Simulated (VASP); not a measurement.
# GaP4 (P4/mmm) in VASP: further runs, part 2 of 2

VASP 6.6.1.

**3. Relaxation of cell and atoms, PBE**

This run uses another cell than the first one, of 16.45 Å³/atom, 0.817 times its volume.

File INCAR:

```
PREC = Accurate
ENCUT = 600
EDIFF = 1E-7
ISMEAR = 0
SIGMA = 0.1
LREAL = False
LASPH = True
NELM = 60
ALGO = Normal
ISIF = 3
LWAVE = False
LCHARG = False
GGA = PE
IBRION = 2
NSW = 90
EDIFFG = -0.04
```

File KPOINTS:

```
Automatic mesh
0
Gamma
  4 4 6
```

File POSCAR:

```
GaP4
1.0
    5.6432974680      0.0000000000      0.0000000000
    0.0000000000      5.6432974680      0.0000000000
    0.0000000000      0.0000000000      2.5832854323
Ga P
1 4
Direct
    0.0000000000      0.0000000000      0.0000000000
    0.7983100225      0.5000000000      0.0000000000
    0.2016899775      0.5000000000      0.0000000000
    0.5000000000      0.7983100225      0.0000000000
    0.5000000000      0.2016899775      0.0000000000
```

Potentials or basis: VASP PAW PBE potentials, release 64 (Ga_d, P).

Run with:

```bash
cat potpaw_PBE.64/Ga_d/POTCAR potpaw_PBE.64/P/POTCAR > POTCAR
mpirun -np 1 vasp_std > vasp.out
```

OUTCAR:

```text
PREC = Accurate
   ENCUT = 600
   EDIFF = 1E-7
   ISMEAR = 0
   LREAL = False
   LASPH = True
   NELM = 60
   ISIF = 3
   GGA = PE
   IBRION = 2
   NSW = 90
   EDIFFG = -0.04

 ion  position               nearest neighbor table
   1  0.000  0.000  0.000-
   2  0.798  0.500  0.000-   3 2.28   4 2.38   5 2.38
   3  0.202  0.500  0.000-   2 2.28   4 2.38   5 2.38
   4  0.500  0.798  0.000-   5 2.28   3 2.38   2 2.38
   5  0.500  0.202  0.000-   4 2.28   3 2.38   2 2.38

  LATTYP: Found a simple tetragonal cell.
 ALAT       =     5.6432974680
 C/A-ratio  =     0.4577616982

  Lattice vectors:

 A1 = (   5.6432974680,   0.0000000000,   0.0000000000)
 A2 = (   0.0000000000,   5.6432974680,   0.0000000000)
 A3 = (   0.0000000000,   0.0000000000,   2.5832854323)

Analysis of symmetry for initial positions (statically):
=====================================================================
 Subroutine PRICEL returns:
 Original cell was already a primitive cell.

 Routine SETGRP: Setting up the symmetry group for a
 simple tetragonal supercell.

 Subroutine GETGRP returns: Found 16 space group operations
[... 172 lines left out ...]
  energy without entropy =      -22.98507473  energy(sigma->0) =      -22.98734160

------------------------ aborting loop because EDIFF is reached ----------------------------------------

  FORCE on cell =-STRESS in cart. coord.  units (eV):
  Direction    XX          YY          ZZ          XY          YZ          ZX
  --------------------------------------------------------------------------------------
  -------------------------------------------------------------------------------------
  Total        1.7766220      1.7766220     -3.5341028      0.0000000      0.0000000      0.0000000
  in kB       34.5993025     34.5993025    -68.8258334      0.0000000      0.0000000      0.0000000
  external PRESSURE =       0.1242572 kB  Pullay stress =       0.0000000 kB
[... 98 lines left out ...]
  FREE ENERGIE OF THE ION-ELECTRON SYSTEM (eV)
  ---------------------------------------------------
  free  energy   TOTEN  =       -23.1752647837 eV

  energy  without entropy=      -23.1676430981  energy(sigma->0) =      -23.17145394

[... ionic steps 4 to 7 ...]

--------------------------------------- Ionic step        8  -------------------------------------------

 number of electron      32.9999993 magnetization

------------------------ aborting loop because EDIFF is reached ----------------------------------------
[... 73 lines left out ...]
--------------------------------------- Ionic step       10  -------------------------------------------

 number of electron      32.9999994 magnetization

 Free energy of the ion-electron system (eV)
  ---------------------------------------------------
  ext. energy  EPLUGINS =         0.00000000
  ---------------------------------------------------
  free energy    TOTEN  =       -23.18382891 eV

  energy without entropy =      -23.17633879  energy(sigma->0) =      -23.18008385

 E-fermi :   7.8613     XC(G=0): -10.8283

 val. band max:        7.7674765546   @ k =   0.5000   0.2500   0.3333
 cond. band min:       7.8866976464   @ k =   0.2500   0.2500   0.1667
 fundamental gap:      0.1192210918
 Fermi energy:         7.8613230273

 k-point     1 :       0.0000    0.0000    0.0000
  band No.  band energies     occupation
      1      -8.0281      2.00000
      2      -7.4345      2.00000
      3      -7.0264      2.00000
      4      -7.0025      2.00000
      5      -6.7033      2.00000
      6      -6.7033      2.00000
[... 573 lines left out ...]
  FREE ENERGIE OF THE ION-ELECTRON SYSTEM (eV)
  ---------------------------------------------------
  free  energy   TOTEN  =       -23.1838289147 eV

  energy  without entropy=      -23.1763387852  energy(sigma->0) =      -23.18008385

 reached required accuracy - stopping structural energy minimisation
```

OSZICAR:

```text
N       E                     dE             d eps       ncg     rms          rms(c)
DAV:   1     0.230609415640E+03    0.23061E+03   -0.16198E+04  1012   0.212E+03
[... 99 lines left out ...]
       N       E                     dE             d eps       ncg     rms          rms(c)
DAV:   1    -0.231840073439E+02   -0.29133E-03   -0.82389E-03   972   0.662E-01    0.887E-02
DAV:   2    -0.231839024625E+02    0.10488E-03   -0.55897E-04  1132   0.227E-01    0.462E-02
DAV:   3    -0.231838299024E+02    0.72560E-04   -0.11553E-04  1188   0.703E-02    0.116E-02
DAV:   4    -0.231838288622E+02    0.10402E-05   -0.20203E-05  1204   0.263E-02    0.380E-03
DAV:   5    -0.231838288852E+02   -0.22993E-07   -0.10370E-06  1156   0.694E-03    0.168E-03
DAV:   6    -0.231838289147E+02   -0.29554E-07   -0.65892E-08   596   0.208E-03
  10 F= -.23183829E+02 E0= -.23180084E+02  d E =-.357195E-03
```

CONTCAR:

```text
GaP4
   1.00000000000000
     5.8669191738036464    0.0000000000000000    0.0000000000000000
    -0.0000000000000000    5.8669191738036464   -0.0000000000000000
     0.0000000000000000   -0.0000000000000000    2.4221759205032170
  Ga              P
     1     4
Direct
     0.0000000000000000    0.0000000000000000    0.0000000000000000
     0.7951554656589155    0.5000000000000000    0.0000000000000000
     0.2048445343410845    0.5000000000000000    1.0000000000000000
     0.5000000000000000    0.7951554656589155    0.0000000000000000
     0.5000000000000000    0.2048445343410845    0.0000000000000000

  0.00000000E+00  0.00000000E+00  0.00000000E+00
  0.00000000E+00  0.00000000E+00  0.00000000E+00
  0.00000000E+00  0.00000000E+00  0.00000000E+00
  0.00000000E+00  0.00000000E+00  0.00000000E+00
  0.00000000E+00  0.00000000E+00  0.00000000E+00
```

Run time: 11 min. Hardware: 1 thread of AMD EPYC, shared host; peak memory 0.23 GiB.

What came out:

```yaml
Free_energy: -23.1838 eV
Relaxed_volume: 16.67 Å³/atom
Relaxed_cell: a = 5.867 Å, b = 5.867 Å, c = 2.422 Å, α = 90.00°, β = 90.00°, γ = 90.00°
Space_group_after_relaxing_to_0.05_Å: P4/mmm (No. 123)
Energy_gained_by_relaxing: 38.8 meV/atom
Ionic_steps: 10
Pressure_after_relaxing: -0.1 GPa
Largest_force_after_relaxing: 0.026 eV/Å
```

Forces in eV/Å, atoms in the order of the input:
```
Ga   0.000  0.000  0.000
P    0.026  0.000  0.000
P   -0.026  0.000  0.000
P    0.000  0.026  0.000
P    0.000 -0.026  0.000
```

The path:
```
step  energy change (eV)  largest force (eV/Å)  pressure (GPa)  volume (Å³)
   1              0.0000                0.2476            0.01        82.27
   2             -0.1022                0.0610           -0.10        82.21
   3             -0.1857                0.0969            1.04        82.05
   4              0.1068                0.0226            2.64        81.42
   5             -0.1873                0.1184            1.30        82.01
   6             -0.1875                0.1164            1.23        82.02
   7             -0.1929                0.0105           -0.40        83.82
   8             -0.1939                0.0412            0.04        83.32
   9             -0.1941                0.0172           -0.16        83.40
  10             -0.1942                0.0264           -0.09        83.37
```

Final structure:
```
Ga P
1.0
     5.86692    0.00000    0.00000
     0.00000    5.86692    0.00000
     0.00000    0.00000    2.42218
Ga P
1 4
Direct
  0.00000 0.00000 0.00000
  0.79516 0.50000 0.00000
  0.20484 0.50000 0.00000
  0.50000 0.79516 0.00000
  0.50000 0.20484 0.00000
```

Levels at points of the mesh, in eV from the Fermi level:
```
           k point  band 15  band 16  band 17  band 18  band 19  band 20
(0.00, 0.00, 0.00)    -0.40     0.24     0.24     3.13     4.24     4.80
(0.50, 0.00, 0.00)    -1.07    -0.44     0.17     1.87     2.28     3.19
(0.50, 0.50, 0.00)    -1.57    -1.57    -1.49     2.76     2.76     5.77
(0.00, 0.00, 0.50)    -2.24    -1.44    -0.35    -0.15    -0.15     1.82
(0.50, 0.00, 0.50)    -3.07    -1.44    -1.36    -0.95     2.33     2.47
(0.50, 0.50, 0.50)    -2.74    -2.74    -2.00     0.94     1.09     2.14
```

Caveat: the k points lie up to 0.43 Å⁻¹ apart in the final cell.

**4. Single point, PBE**

This run uses another cell than the first one, of 16.54 Å³/atom, 0.822 times its volume.

File INCAR:

```
SYSTEM = GaP4
ALGO = Normal
EDIFF = 1E-6
ENCUT = 520
GGA = PE
ISIF = 2
ISMEAR = 0
LASPH = .TRUE.
LCHARG = .FALSE.
LREAL = .FALSE.
LWAVE = .FALSE.
NBANDS = 24
NELM = 80
PREC = Accurate
SIGMA = 0.1
```

File KPOINTS:

```
k-points
0
G
  8 8 16
  0 0 0
```

File POSCAR:

```
GaP4
1.0
    5.7805642677      0.0000000000      0.0000000000
    0.0000000000      5.7805642677      0.0000000000
    0.0000000000      0.0000000000      2.4752425566
Ga P
1 4
Direct
    0.0000000000      0.0000000000      0.0000000000
    0.7954121042      0.5000000000      0.0000000000
    0.2045878958      0.5000000000      0.0000000000
    0.5000000000      0.7954121042      0.0000000000
    0.5000000000      0.2045878958      0.0000000000
```

Run with:

```bash
cat potpaw_PBE.64/Ga_d/POTCAR potpaw_PBE.64/P/POTCAR > POTCAR
mpirun -np 1 vasp_std > vasp.out
```

Run time: 6.7 min. Hardware: 1 thread of AMD EPYC, shared host; peak memory 0.31 GiB.

The run converged. Its results:

- Free energy: -23.1619 eV
- Pressure: -0.1 GPa

Forces in eV/Å, atoms in the order of the input:
```
Ga   0.000  0.000  0.000
P    0.003  0.000  0.000
P   -0.003  0.000  0.000
P    0.000  0.003  0.000
P    0.000 -0.003  0.000
```

Levels at points of the mesh, in eV from the Fermi level:
```csv
k point,band 15,band 16,band 17,band 18,band 19,band 20
"(0.00, 0.00, 0.00)",0.16,0.61,0.61,3.69,4.46,4.94
"(0.50, 0.00, 0.00)",-0.75,-0.23,0.31,2.27,2.76,3.56
"(0.50, 0.50, 0.00)",-1.37,-1.37,-1.31,3.14,3.14,5.98
"(0.00, 0.00, 0.50)",-2.46,-1.54,-0.75,-0.35,-0.35,1.96
"(0.50, 0.00, 0.50)",-3.33,-1.74,-1.53,-0.95,2.45,2.46
"(0.50, 0.50, 0.50)",-2.93,-2.56,-2.17,0.68,1.02,2.00
```

**5. Relaxation of cell and atoms, PBE**

This run uses another cell than the first one, of 16.69 Å³/atom, 0.829 times its volume.

File INCAR:

```
PREC = Accurate ; ENCUT = 600
EDIFF = 1E-7 ; ISMEAR = 0
SIGMA = 0.1 ; LREAL = False
LASPH = True ; NELM = 80
ALGO = Normal ; ISIF = 3
LWAVE = False ; LCHARG = False
GGA = PE ; IBRION = 2
NSW = 100 ; EDIFFG = -0.01
```

File KPOINTS:

```
regular mesh
0
Gamma
  6 6 16
```

File POSCAR:

```
GaP4
1.0
    5.8702636604      0.0000000000      0.0000000000
    0.0000000000      5.8702636604      0.0000000000
    0.0000000000      0.0000000000      2.4217931251
Ga P
1 4
Direct
    0.0000000000      0.0000000000      0.0000000000
    0.7954363727      0.5000000000      0.0000000000
    0.2045636273      0.5000000000      0.0000000000
    0.5000000000      0.7954363727      0.0000000000
    0.5000000000      0.2045636273      0.0000000000
```

Potentials or basis: VASP PAW PBE potentials, release 64 (Ga_d, P).

Run with:

```bash
cat potpaw_PBE.64/Ga_d/POTCAR potpaw_PBE.64/P/POTCAR > POTCAR
mpirun -np 1 vasp_std > vasp.out
```

OUTCAR:

```text
PREC = Accurate
   ENCUT = 600
   EDIFF = 1E-7
   ISMEAR = 0
   LREAL = False
   LASPH = True
   NELM = 80
   ISIF = 3
   GGA = PE
   IBRION = 2
   NSW = 100
   EDIFFG = -0.01

 ion  position               nearest neighbor table
   1  0.000  0.000  0.000-
   2  0.795  0.500  0.000-   3 2.40   4 2.45   5 2.45
   3  0.205  0.500  0.000-   2 2.40   4 2.45   5 2.45
   4  0.500  0.795  0.000-   5 2.40   3 2.45   2 2.45
   5  0.500  0.205  0.000-   4 2.40   3 2.45   2 2.45

  LATTYP: Found a simple tetragonal cell.
 ALAT       =     5.8702636604
 C/A-ratio  =     0.4125527004

  Lattice vectors:

 A1 = (   5.8702636604,   0.0000000000,   0.0000000000)
 A2 = (   0.0000000000,   5.8702636604,   0.0000000000)
 A3 = (   0.0000000000,   0.0000000000,   2.4217931251)

Analysis of symmetry for initial positions (statically):
[... 384 lines left out ...]
  free energy    TOTEN  =       -23.16927149 eV

  energy without entropy =      -23.16014085  energy(sigma->0) =      -23.16470617

 E-fermi :   7.9996     XC(G=0): -10.8825

 val. band max:        7.9987709975   @ k =   0.3333   0.3333   0.3125
 cond. band min:       8.0492242901   @ k =   0.3333   0.3333   0.2500
 fundamental gap:      0.0504532926
 Fermi energy:         7.9995724086

 k-point     1 :       0.0000    0.0000    0.0000
  band No.  band energies     occupation
      1      -7.8845      2.00000
      2      -7.4737      2.00000
      3      -7.1451      2.00000
      4      -7.1237      2.00000
      5      -6.8501      2.00000
      6      -6.8501      2.00000
[... 541 lines left out ...]
     19      10.5169      0.00000
     20      10.8221      0.00000

 [... further k-points ...]

------------------------ aborting loop because EDIFF is reached ----------------------------------------

  FORCE on cell =-STRESS in cart. coord.  units (eV):
  Direction    XX          YY          ZZ          XY          YZ          ZX
  --------------------------------------------------------------------------------------
  -------------------------------------------------------------------------------------
  Total       -0.0127264     -0.0127264      0.0118077      0.0000000      0.0000000     -0.0000000
  in kB       -0.2473643     -0.2473643      0.2295065      0.0000000      0.0000000     -0.0000000
  external PRESSURE =      -0.0884074 kB  Pullay stress =       0.0000000 kB
[... 20 lines left out ...]
  FREE ENERGIE OF THE ION-ELECTRON SYSTEM (eV)
  ---------------------------------------------------
  free  energy   TOTEN  =       -23.1692714921 eV

  energy  without entropy=      -23.1601408535  energy(sigma->0) =      -23.16470617

 reached required accuracy - stopping structural energy minimisation
```

Run time: 36 min. Hardware: 1 thread of AMD EPYC, shared host; peak memory 0.3 GiB.

What came out:

| Item | Value |
| --- | --- |
| Free energy | -23.1693 eV |
| Relaxed volume | 16.49 Å³/atom |
| Relaxed cell | a = 5.772 Å, b = 5.772 Å, c = 2.474 Å, α = 90.00°, β = 90.00°, γ = 90.00° |
| Space group after relaxing (to 0.05 Å) | P4/mmm (No. 123) |
| Energy gained by relaxing | 12.3 meV/atom |
| Ionic steps | 12 |
| Pressure after relaxing | 0.0 GPa |
| Largest force after relaxing | 0.005 eV/Å |

Forces on the atoms (eV/Å):
```
Ga   0.000  0.000  0.000
P   -0.005  0.000  0.000
P    0.005  0.000  0.000
P    0.000 -0.005  0.000
P    0.000  0.005  0.000
```

The path:
```csv
step,energy change (eV),largest force (eV/Å),pressure (GPa),volume (Å³)
1,0.0000,0.0423,-0.58,83.45
2,-0.0607,0.0237,-0.27,82.70
3,-0.0613,0.0220,-0.21,82.63
4,-0.0614,0.0214,-0.20,82.61
5,-0.0616,0.0152,0.02,82.35
6,-0.0616,0.0147,0.07,82.33
7,-0.0616,0.0150,0.03,82.34
8,-0.0616,0.0148,0.04,82.34
9,-0.0616,0.0126,0.03,82.35
10,-0.0617,0.0095,0.01,82.38
11,-0.0617,0.0077,0.00,82.40
12,-0.0617,0.0049,-0.01,82.43
```

Final structure:
```xyz
5
Lattice="5.7722 0.0000 0.0000 0.0000 5.7722 0.0000 0.0000 0.0000 2.4740" Properties=species:S:1:pos:R:3 pbc="T T T"
Ga    0.0000    0.0000    2.4740
P     4.5886    2.8861    0.0000
P     1.1836    2.8861    0.0000
P     2.8861    4.5886    0.0000
P     2.8861    1.1836    0.0000
```

Levels at points of the mesh, in eV from the Fermi level:
| k point | band 14 | band 15 | band 16 | band 17 | band 18 | band 19 | band 20 |
| --- | --- | --- | --- | --- | --- | --- | --- |
| (0.00, 0.00, 0.00) | -4.42 | 0.18 | 0.58 | 0.58 | 3.71 | 4.43 | 4.91 |
| (0.50, 0.00, 0.00) | -1.32 | -0.75 | -0.26 | 0.29 | 2.24 | 2.75 | 3.56 |
| (0.50, 0.50, 0.00) | -2.75 | -1.39 | -1.39 | -1.31 | 3.14 | 3.14 | 6.02 |
| (0.00, 0.00, 0.50) | -4.84 | -2.52 | -1.58 | -0.77 | -0.36 | -0.36 | 1.92 |
| (0.50, 0.00, 0.50) | -3.55 | -3.36 | -1.77 | -1.56 | -0.97 | 2.42 | 2.44 |
| (0.50, 0.50, 0.50) | -2.97 | -2.92 | -2.58 | -2.22 | 0.65 | 0.97 | 2.00 |

**6. Overview**

| task | cell | k mesh | cutoff (eV) | gap on the mesh (eV) | pressure (GPa) | relaxed volume (Å³/atom) | largest force (eV/Å) |
| --- | --- | --- | --- | --- | --- | --- | --- |
| relaxation of cell and atoms | relaxed from a = 4.832, b = 4.832, c = 4.311 Å, 5 atoms | 4 × 4 × 4 | 600 | none | 0.0 | 24.24 | 0.01 |
| relaxation of cell and atoms | relaxed from a = 5.643, b = 5.643, c = 2.583 Å, 5 atoms | 4 × 4 × 6 | 600 | none | -0.1 | 16.67 | 0.03 |
| single point | a = 5.781, b = 5.781, c = 2.475 Å, 5 atoms | 8 × 8 × 16 | 520 | none | -0.1 | - | - |
| relaxation of cell and atoms | relaxed from a = 5.870, b = 5.870, c = 2.422 Å, 5 atoms | 6 × 6 × 16 | 600 | none | 0.0 | 16.49 | - |

Alike in all rows: level PBE; potentials or basis VASP PAW PBE potentials, release 64 (Ga_d, P); no spin polarisation; smearing gaussian 0.1 eV.

Caveats: some runs use coarse meshes; the volume moved by over 15 % at a fixed basis, so the end points are rough (some runs).

Absolute energies hang on the potentials; compare differences alone.
